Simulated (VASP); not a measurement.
SiC: single point with r2SCAN

Crystal: SiC.

```
Si C
1.0
     0.00000    2.17814    2.17814
     2.17814    0.00000    2.17814
     2.17814    2.17814    0.00000
Si C
1 1
Direct
  0.00000 0.00000 0.00000
  0.71557 0.71557 0.73574
```

This cell differs from its parent crystal: atom 2 (C) moved by (-0.150, -0.150) A along [1 1 0] and z.

- Program: VASP 6.6.1
- Task: single point
- Functional: r2SCAN
- Potentials or basis: VASP PAW PBE potentials, release 64 (Si, C)
- Cutoff: 520 eV
- k mesh: 10 × 10 × 10
- Occupations: gaussian, width 0.05 eV
- Spin: no spin polarisation
- Dipole correction: no
- Further INCAR settings: ALGO = Normal; EDIFF = 1e-06; NBANDS = 11

| Item | Value |
| --- | --- |
| Pressure | 3.8 GPa |
| Largest force | 2.755 eV/Å |
| Band gap on the k mesh | 0.58 eV (least direct gap 4.53 eV) |

Forces in eV/Å, atoms in the order of the input:
```
Si  -1.126 -1.126 -2.248
C    1.126  1.126  2.248
```

Stress tensor (GPa, compression positive):
```
 4.49 -6.13 -2.23
-6.13  4.49 -2.23
-2.23 -2.23  2.35
```

Levels at points of the mesh, in eV from the valence-band top:
```
           k point  band 1  band 2  band 3  band 4  band 5  band 6  band 7  band 8
(0.00, 0.00, 0.00)  -17.25   -1.80   -1.47    0.00    5.56    6.75    6.94    7.13
(0.50, 0.00, 0.00)  -13.52  -10.16   -2.70   -1.24    4.69    6.12    7.70    9.77
(0.00, 0.00, 0.50)  -13.60   -9.98   -2.88   -1.22    4.64    6.02    7.68    9.79
(0.50, 0.50, 0.50)  -13.88   -9.20   -2.70   -2.37    5.02    6.22    6.55    9.81
(0.50, 0.50, 0.00)  -12.21   -9.08   -4.79   -3.93    0.60    3.68   14.13   14.26
(0.00, 0.50, 0.50)  -12.19   -9.14   -4.64   -3.97    0.58    3.60   14.12   14.26
```

Wall time 2.7 min on 1 thread of Intel Xeon 8259CL, on a shared host, peak memory 0.19 GiB.

Caveat: the cell differs from its parent crystal (atom 2 (C) moved by (-0.150, -0.150) A along [1 1 0] and z); the cell stands under pressure; semilocal functionals underestimate gaps, and a narrow one can read as zero; the PAW data sets were made with another functional, which shifts forces and pressure a little. A k mesh can miss the band edges.
